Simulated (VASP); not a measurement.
# Si (a cell with a defect) in VASP: further runs, part 2 of 2

VASP 6.6.1. Earlier steps stand in the parts before.

### Step 4. Single point, PBE

The input, INCAR:

```
SYSTEM = Si
PREC     = Accurate       ! precision mode
ENCUT    = 520            ! plane-wave cutoff, eV
EDIFF    = 1E-7           ! SCF threshold, eV
ISMEAR   = 0              ! smearing method
SIGMA    = 0.05           ! smearing width, eV
LREAL    = Auto         
LASPH    = .TRUE.         ! aspherical terms in the spheres
NELM     = 60             ! most SCF steps
ALGO     = Normal         ! electronic algorithm
ISIF     = 2              ! what is computed and relaxed
LWAVE    = .FALSE.        ! write WAVECAR
LCHARG   = .TRUE.         ! write CHGCAR
GGA      = PE             ! functional
LELF     = .TRUE.         ! ELF
LVHAR    = .TRUE.       
NBANDS   = 48             ! bands
```

The input, KPOINTS:

```
regular mesh
0
G
  2 2 2
  0 0 0
```

The input, POSCAR:

```
Si
1.0
    0.0000000000      5.4300000000      5.4300000000
    5.4300000000      0.0000000000      5.4300000000
    5.4300000000      5.4300000000      0.0000000000
Si
17
Direct
    0.0391611418     -0.0129613260     -0.0135353591
    0.1395372007      0.1225136280      0.1219079190
   -0.0034802947      0.0167287293      0.4929373849
    0.1395588398      0.1224864641      0.6151695212
   -0.0035031308      0.4935412523      0.0161237569
    0.1395409761      0.6157439227      0.1219054328
   -0.0034757827      0.4935155617      0.4929358195
    0.0508197974      0.6498319521      0.6492196133
    0.5112503683      0.0024494475      0.0019321363
    0.6651669429      0.1116934622      0.1111689687
    0.5112749540      0.0024397790      0.4835635359
    0.6229685083      0.1600996317      0.6080657459
    0.5112552486      0.4840904236      0.0019278085
    0.6229596685      0.6085834254      0.1595933702
    0.4337047882      0.5221764273      0.5216710866
    0.6229695212      0.6085883057      0.6080684162
    0.6197726519      0.7934879374      0.7929892265
```

Potentials or basis: VASP PAW PBE potentials, release 64 (Si).

The run is started by

```console
cat potpaw_PBE.64/Si/POTCAR > POTCAR
mpirun -np 1 vasp_std > vasp.out
```

OUTCAR:

```text
SYSTEM = Si
   PREC = Accurate
   ENCUT = 520
   EDIFF = 1E-7
   ISMEAR = 0
   LREAL = Auto
   LASPH = .TRUE.
   NELM = 60
   ISIF = 2
   GGA = PE

 ion  position               nearest neighbor table
   1  0.039  0.987  0.986-   4 2.33   2 2.33   6 2.33  10 2.34
   2  0.140  0.123  0.122-   5 2.33   3 2.33   9 2.33   1 2.33
   3  0.997  0.017  0.493-   2 2.33   4 2.33   8 2.34  12 2.35
   4  0.140  0.122  0.615-   7 2.33   3 2.33  11 2.33   1 2.33
   5  0.996  0.494  0.016-   2 2.33   6 2.33   8 2.34  14 2.35
   6  0.140  0.616  0.122-   5 2.33   7 2.33  13 2.33   1 2.33
   7  0.997  0.494  0.493-   6 2.33   4 2.33   8 2.34  16 2.35
   8  0.051  0.650  0.649-   7 2.34   3 2.34   5 2.34  15 2.40  17 2.70
   9  0.511  0.002  0.002-   2 2.33  10 2.34  17 2.40  12 2.48  14 2.48
  10  0.665  0.112  0.111-  11 2.34  13 2.34   9 2.34   1 2.34
  11  0.511  0.002  0.484-   4 2.33  10 2.34  17 2.40  16 2.48  12 2.48
  12  0.623  0.160  0.608-  15 2.32   3 2.35  17 2.45  11 2.48   9 2.48
  13  0.511  0.484  0.002-   6 2.33  10 2.34  17 2.40  16 2.48  14 2.48
  14  0.623  0.609  0.160-  15 2.32   5 2.35  17 2.45  13 2.48   9 2.48
  15  0.434  0.522  0.522-  16 2.32  14 2.32  12 2.32   8 2.40
  16  0.623  0.609  0.608-  15 2.32   7 2.35  17 2.45  11 2.48  13 2.48
  17  0.620  0.793  0.793-   9 2.40  13 2.40  11 2.40  14 2.45  12 2.45  16 2.45   8 2.70

  LATTYP: Found a face centered cubic cell.
 ALAT       =    10.8600000000

  Lattice vectors:

 A1 = (   0.0000000000,   5.4300000000,   5.4300000000)
 A2 = (   5.4300000000,   0.0000000000,   5.4300000000)
 A3 = (   5.4300000000,   5.4300000000,   0.0000000000)

Analysis of symmetry for initial positions (statically):
=====================================================================
 Subroutine PRICEL returns:
 Original cell was already a primitive cell.

 Routine SETGRP: Setting up the symmetry group for a
 face centered cubic supercell.

 Subroutine GETGRP returns: Found  1 space group operations
 (whereof  1 operations were pure point group operations)
 out of a pool of 48 trial point group operations.

The static configuration has the point symmetry C_1 .

[... 151 lines left out ...]
   LHFCALC =     F    Hartree Fock is set to
   AEXX    =    0.0000 exact exchange contribution
   IVDW    =     0    specifies the selected vdW correction
   LEPSILON=     F    determine dielectric tensor
   LRPA    =     F    only Hartree local field effects (RPA)
 non-spin polarized calculation
 Gauss-broadening in eV      SIGMA  =   0.05
  energy-cutoff  :      520.00
  volume of cell :      320.21
 maximum number of plane-waves:      8646
 NGX is ok and might be reduce to    60
   NGX = 29   NGY = 29   NGZ = 29

 number of electron      68.0000000 magnetization

 Free energy of the ion-electron system (eV)
  ---------------------------------------------------
  ext. energy  EPLUGINS =         0.00000000
  ---------------------------------------------------
  free energy    TOTEN  =       -87.70727217 eV

  energy without entropy =      -87.69050483  energy(sigma->0) =      -87.69888850

 E-fermi :   6.7328     XC(G=0):  -9.6949

 val. band max:        6.7319400171   @ k =   0.0000   0.0000   0.0000
 cond. band min:       6.9923918876   @ k =   0.0000   0.0000   0.5000
 fundamental gap:      0.2604518705
 Fermi energy:         6.7327608482

 k-point     1 :       0.0000    0.0000    0.0000
  band No.  band energies     occupation
      1      -6.2276      2.00000
      2      -3.8635      2.00000
      3      -3.6120      2.00000
      4      -3.6119      2.00000
      5      -3.3842      2.00000
      6      -2.6441      2.00000
[... 381 lines left out ...]
     45      10.2899      0.00000
     46      10.4265      0.00000
 [bands above 46 left out]

------------------------ aborting loop because EDIFF is reached ----------------------------------------

  FORCE on cell =-STRESS in cart. coord.  units (eV):
  Direction    XX          YY          ZZ          XY          YZ          ZX
  --------------------------------------------------------------------------------------
  -------------------------------------------------------------------------------------
  Total        8.8568195      8.8567378      8.8542309      0.8958779     -0.8985344      0.8960810
  in kB       44.3158305     44.3154219     44.3028781      4.4825993     -4.4958913      4.4836157
  external PRESSURE =      44.3113768 kB  Pullay stress =       0.0000000 kB

 VOLUME and BASIS-vectors are now :
 -----------------------------------------------------------------------------
  energy-cutoff  :      520.00
  volume of cell :      320.21
      direct lattice vectors                 reciprocal lattice vectors
     0.000000000  5.430000000  5.430000000    -0.092081031  0.092081031  0.092081031
     5.430000000  0.000000000  5.430000000     0.092081031 -0.092081031  0.092081031
     5.430000000  5.430000000  0.000000000     0.092081031  0.092081031 -0.092081031

 POSITION                                       TOTAL-FORCE (eV/Angst)
 -----------------------------------------------------------------------------------
     10.71612      5.56915      5.57226         0.005043     -0.006636     -0.005519
      1.32721      1.41965      1.42294         0.006524     -0.006864     -0.008180
      2.76749      8.08775      5.50194        -0.007645      0.006466      0.005507
      4.00547      4.09818      1.42291         0.007649     -0.005988     -0.006786
      2.76748      5.49853      8.09091        -0.007531      0.005228      0.007701
      4.00544      1.41965      4.10120         0.007735     -0.006341     -0.006599
[... 9 lines left out ...]
      6.60645      6.68454      6.68736        -0.023016     -0.007397     -0.007561
      8.61457      7.67130      7.67400        -0.039525      0.038114      0.039270
 -----------------------------------------------------------------------------------
    total drift:                                0.000369      0.003109     -0.001916

  FREE ENERGIE OF THE ION-ELECTRON SYSTEM (eV)
  ---------------------------------------------------
  free  energy   TOTEN  =       -87.7072721744 eV

  energy  without entropy=      -87.6905048289  energy(sigma->0) =      -87.69888850
```

OSZICAR:

```text
N       E                     dE             d eps       ncg     rms          rms(c)
DAV:   1     0.163807169908E+03    0.16381E+03   -0.26081E+04   768   0.117E+03
DAV:   2    -0.741501733940E+02   -0.23796E+03   -0.22563E+03   944   0.171E+02
DAV:   3    -0.889631219365E+02   -0.14813E+02   -0.14410E+02   976   0.375E+01
DAV:   4    -0.892881053496E+02   -0.32498E+00   -0.32392E+00   952   0.679E+00
DAV:   5    -0.892959647138E+02   -0.78594E-02   -0.78562E-02   968   0.101E+00    0.145E+01
DAV:   6    -0.881343130097E+02    0.11617E+01   -0.10587E+00   912   0.317E+00    0.878E+00
DAV:   7    -0.876973557381E+02    0.43696E+00   -0.10301E+00   904   0.307E+00    0.144E+00
DAV:   8    -0.877052431811E+02   -0.78874E-02   -0.70601E-02   952   0.925E-01    0.469E-01
DAV:   9    -0.877058554314E+02   -0.61225E-03   -0.76622E-03   912   0.304E-01    0.247E-01
DAV:  10    -0.877069648783E+02   -0.11094E-02   -0.18759E-03   904   0.150E-01    0.115E-01
DAV:  11    -0.877072238157E+02   -0.25894E-03   -0.26233E-04   912   0.599E-02    0.384E-02
DAV:  12    -0.877072687770E+02   -0.44961E-04   -0.64263E-05   888   0.296E-02    0.798E-03
DAV:  13    -0.877072716510E+02   -0.28740E-05   -0.51282E-06   976   0.826E-03    0.484E-03
DAV:  14    -0.877072721700E+02   -0.51901E-06   -0.11323E-06   880   0.385E-03    0.134E-03
DAV:  15    -0.877072721744E+02   -0.44247E-08   -0.91197E-08   640   0.116E-03
   1 F= -.87707272E+02 E0= -.87698889E+02  d E =-.167673E-01
```

stdout:

```text
POSCAR found type information on POSCAR Si
 POSCAR found :  1 types and      17 ions
 scaLAPACK will be used
 LDA part: xc-table for (Slater+PW92), standard interpolation
 POSCAR, INCAR and KPOINTS ok, starting setup
 FFT: planning ... GRIDC
 FFT: planning ... GRID_SOFT
 FFT: planning ... GRID
 WAVECAR not read
 entering main loop
```

Wall time 3.2 min (1 thread of AMD EPYC 9R45 (Zen 5), shared host); peak memory 0.44 GiB.

Results:

```yaml
Free_energy: -87.7073 eV
Pressure: 4.4 GPa
Largest_force: 0.068 eV/Å
```

Forces in eV/Å, atoms in the order of the input:
```
Si   0.005 -0.007 -0.006
Si   0.007 -0.007 -0.008
Si  -0.008  0.006  0.006
Si   0.008 -0.006 -0.007
Si  -0.008  0.005  0.008
Si   0.008 -0.006 -0.007
Si  -0.006  0.006  0.007
Si   0.017 -0.015 -0.017
Si  -0.014 -0.018 -0.018
Si   0.007 -0.007 -0.007
Si   0.018  0.014 -0.018
Si   0.007 -0.007  0.023
Si   0.018 -0.018  0.014
Si   0.008  0.024 -0.007
Si  -0.004  0.006  0.005
Si  -0.023 -0.007 -0.008
Si  -0.040  0.038  0.039
```

Stress tensor (GPa, compression positive):
```
 4.43  0.45  0.45
 0.45  4.43 -0.45
 0.45 -0.45  4.43
```

Caveat: the k points lie up to 0.50 Å⁻¹ apart.

### Step 5. Single point, PBE

The input, INCAR:

```
SYSTEM = Si
PREC = Accurate
ENCUT = 520
EDIFF = 1E-7
ISMEAR = 0
SIGMA = 0.05
LREAL = Auto
LASPH = .True.
NELM = 100
ALGO = Normal
ISIF = 2
LWAVE = .False.
LCHARG = .False.
GGA = PE
NBANDS = 48
```

The input, KPOINTS:

```
regular mesh
0
Gamma
  2 2 2
  0 0 0
```

The input, POSCAR:

```
Si
1.0
    0.0000000000      5.4300000000      5.4300000000
    5.4300000000      0.0000000000      5.4300000000
    5.4300000000      5.4300000000      0.0000000000
Si
17
Direct
    0.0290091160     -0.0095674954     -0.0101932781
    0.1356829650      0.1239218232      0.1232765193
   -0.0024719153      0.0116430018      0.4949367403
    0.1356918048      0.1239067219      0.6161720994
   -0.0024793738      0.4955795580      0.0109996317
    0.1356845304      0.6167990792      0.1232742173
   -0.0024665746      0.4955706262      0.4949358195
    0.0797451197      0.6401930018      0.6395521179
    0.5073771639      0.0041257827      0.0035359116
    0.6551897790      0.1150325046      0.1144387661
    0.5073883057      0.0041238490      0.4840566298
    0.6191297422      0.1484960405      0.6157369245
    0.5073792818      0.4846546041      0.0035347145
    0.6191305709      0.6163263352      0.1479108656
    0.4529293738      0.5157846225      0.5151965930
    0.6191331492      0.6163303867      0.6157360958
    0.6844281768      0.7719513812      0.7713650092
```

The run is started by

```console
cat potpaw_PBE.64/Si/POTCAR > POTCAR
mpirun -np 1 vasp_std > vasp.out
```

It took 3.1 min on 1 thread of AMD EPYC 9R45 (Zen 5), shared host; peak memory 0.43 GiB.

It converged, with:

```
Free energy            : -87.8187 eV
Pressure               : 4.9 GPa
Largest force          : 0.403 eV/Å
Band gap on the k mesh : zero (bands 34 and 35 overlap by 0.11 eV)
```

Forces on the atoms (eV/Å):
```
Si   0.051 -0.052 -0.052
Si   0.030 -0.028 -0.028
Si  -0.004  0.005 -0.038
Si   0.027 -0.030 -0.028
Si  -0.005 -0.039  0.005
Si   0.028 -0.027 -0.030
Si   0.038  0.005  0.005
Si  -0.094  0.094  0.094
Si   0.029 -0.028 -0.028
Si   0.054 -0.054 -0.054
Si   0.029 -0.029 -0.028
Si  -0.009  0.009 -0.104
Si   0.028 -0.029 -0.029
Si  -0.009 -0.104  0.009
Si  -0.063  0.064  0.063
Si   0.103  0.009  0.009
Si  -0.233  0.233  0.233
```

Stress tensor (GPa, compression positive):
```
 4.87  0.38  0.38
 0.38  4.87 -0.38
 0.38 -0.38  4.87
```

Levels at points of the mesh, in eV from the Fermi level:
| k point | band 30 | band 31 | band 32 | band 33 | band 34 | band 35 | band 36 | band 37 | band 38 | band 39 |
| --- | --- | --- | --- | --- | --- | --- | --- | --- | --- | --- |
| (0.00, 0.00, 0.00) | -1.62 | -0.87 | -0.76 | -0.76 | -0.49 | -0.10 | -0.10 | 0.13 | 0.13 | 0.52 |
| (0.50, 0.00, 0.00) | -1.52 | -1.52 | -1.37 | -1.37 | -0.34 | 0.41 | 0.41 | 1.10 | 1.10 | 1.20 |
| (0.00, 0.50, 0.00) | -1.54 | -1.45 | -1.42 | -1.13 | -0.18 | 0.21 | 0.80 | 0.82 | 0.92 | 1.31 |
| (0.00, 0.00, 0.50) | -1.54 | -1.45 | -1.42 | -1.13 | -0.18 | 0.21 | 0.80 | 0.82 | 0.92 | 1.31 |
| (0.50, 0.50, 0.50) | -1.54 | -1.45 | -1.42 | -1.13 | -0.18 | 0.21 | 0.80 | 0.82 | 0.92 | 1.31 |
| (0.50, 0.50, 0.00) | -2.02 | -1.97 | -1.81 | -0.89 | 0.02 | 0.51 | 1.15 | 1.27 | 1.28 | 1.90 |
| (0.00, 0.50, 0.50) | -2.02 | -1.97 | -1.81 | -0.89 | 0.02 | 0.51 | 1.15 | 1.27 | 1.28 | 1.90 |
| (0.50, 0.00, 0.50) | -2.02 | -1.97 | -1.81 | -0.89 | 0.02 | 0.51 | 1.15 | 1.27 | 1.28 | 1.90 |

Caveat: the k points lie up to 0.50 Å⁻¹ apart.
